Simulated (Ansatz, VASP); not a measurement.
## One calculation of In, two programs

Contents of INCAR:

```
ALGO = Fast ; EDIFF = 1E-6
ENCUT = 520 ; GGA = CA
ISIF = 2 ; ISMEAR = -1
LASPH = True ; LCHARG = False
LREAL = False ; LWAVE = False
NBANDS = 20 ; NELM = 60
PREC = Accurate ; SIGMA = 0.05
```

File KPOINTS:

```
k-points
0
Gamma
  9 9 5
```

The input POSCAR:

```
In
1.0
    3.3793777732      0.0000000000      0.0000000000
   -1.6896888866      2.9266270006      0.0000000000
    0.0000000000      0.0000000000      5.5816399564
In
2
Direct
    0.6666666667      0.3333333333      0.7500000000
    0.3333333333      0.6666666667      0.2500000000
```

Contents of input.yaml:

```yaml
crystal:
  lattice:
    - [3.3793777732, 0.0, 0.0]
    - [-1.6896888866, 2.9266270006, 0.0]
    - [0.0, 0.0, 5.5816399564]
  atoms:
    - { symbol: In, position: [0.6666666667, 0.3333333333, 0.75] }
    - { symbol: In, position: [0.3333333333, 0.6666666667, 0.25] }
kpoints:
  mp_grid: { grid: [9, 9, 5] }
scf:
  occupations: { method: fermi_dirac, width: 0.05 }
hamiltonian:
  xc: lda
  pseudopotentials: { kind: all_electron, lapw: { basis_error: 0.001 } }
output:
  forces: true
  stress: true
  eigenvalues: true
```

Change from the starting cell: volume scaled by 1.04.

Alike in both runs: task single point; functional LDA; k mesh 9 × 9 × 5; occupations fermi-dirac, width 0.05 eV; no spin polarisation.

|  | VASP | Ansatz |
| --- | --- | --- |
| version | VASP 6.6.1 | Ansatz 0.2.0 |
| potentials or method | VASP PAW LDA potentials, release 64 (In_d), cutoff 520 eV | all-electron LAPW, scalar-relativistic |

VASP gave:

- gap on the k mesh at the Fermi level (eV): none
- pressure (GPa): -4.0
- traceless stress, the component that is largest in VASP (GPa): 0.41

Question: What did Ansatz give for the same quantities?

Answer: gap on the k mesh at the Fermi level (eV): none; pressure (GPa): -3.9; traceless stress, the component that is largest in VASP (GPa): 0.46.

LDA's correlation is that of Perdew and Zunger in VASP and of Perdew and Wang (1992) in Ansatz. A gap of «none» marks a metal or a gap that the smearing closes. Ansatz ran all-electron here, and VASP with PAW potentials.
